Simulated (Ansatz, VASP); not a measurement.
## PbSe in VASP and in Ansatz

```
CELL_PARAMETERS angstrom
4.32841 0.00000 0.00000
0.00000 4.32841 0.00000
0.00000 0.00000 16.12130
ATOMIC_POSITIONS crystal
Pb 0.00000 0.00000 0.31015
Pb 0.50000 0.50000 0.50000
Pb 0.00000 0.00000 0.68985
Se 0.50000 0.50000 0.31015
Se 0.00000 0.00000 0.50000
Se 0.50000 0.50000 0.68985
```

Alike in both runs: task single point; functional revPBE; k mesh 3 × 3 × 1; no spin polarisation.

|  | VASP | Ansatz |
| --- | --- | --- |
| version | VASP 6.6.1 | Ansatz 0.2.0 |
| potentials or method | VASP PAW PBE potentials, release 64 (Pb_d, Se) | plane waves, PAW |
| plane-wave cutoff (eV) | 400 | 420 |
| occupations | methfessel-paxton of order 1, width 0.1 eV | cold, width 0.1 eV |
| valence electrons in the cell | 60 | 90 |

```csv
,VASP,Ansatz,Ansatz less VASP
gap on the k mesh at the Fermi level (eV),1.64,1.63,-0.001
```

VASP's potentials were made for PBE, not for revPBE. VASP's potentials hold 60 valence electrons a cell and Ansatz's 90, so a difference there can come from the potentials and not from the codes. Ansatz's warnings: vacuum density over bound.

The k mesh is coarse, so the values compare programs but aren't converged. Neither program's run includes spin-orbit coupling.
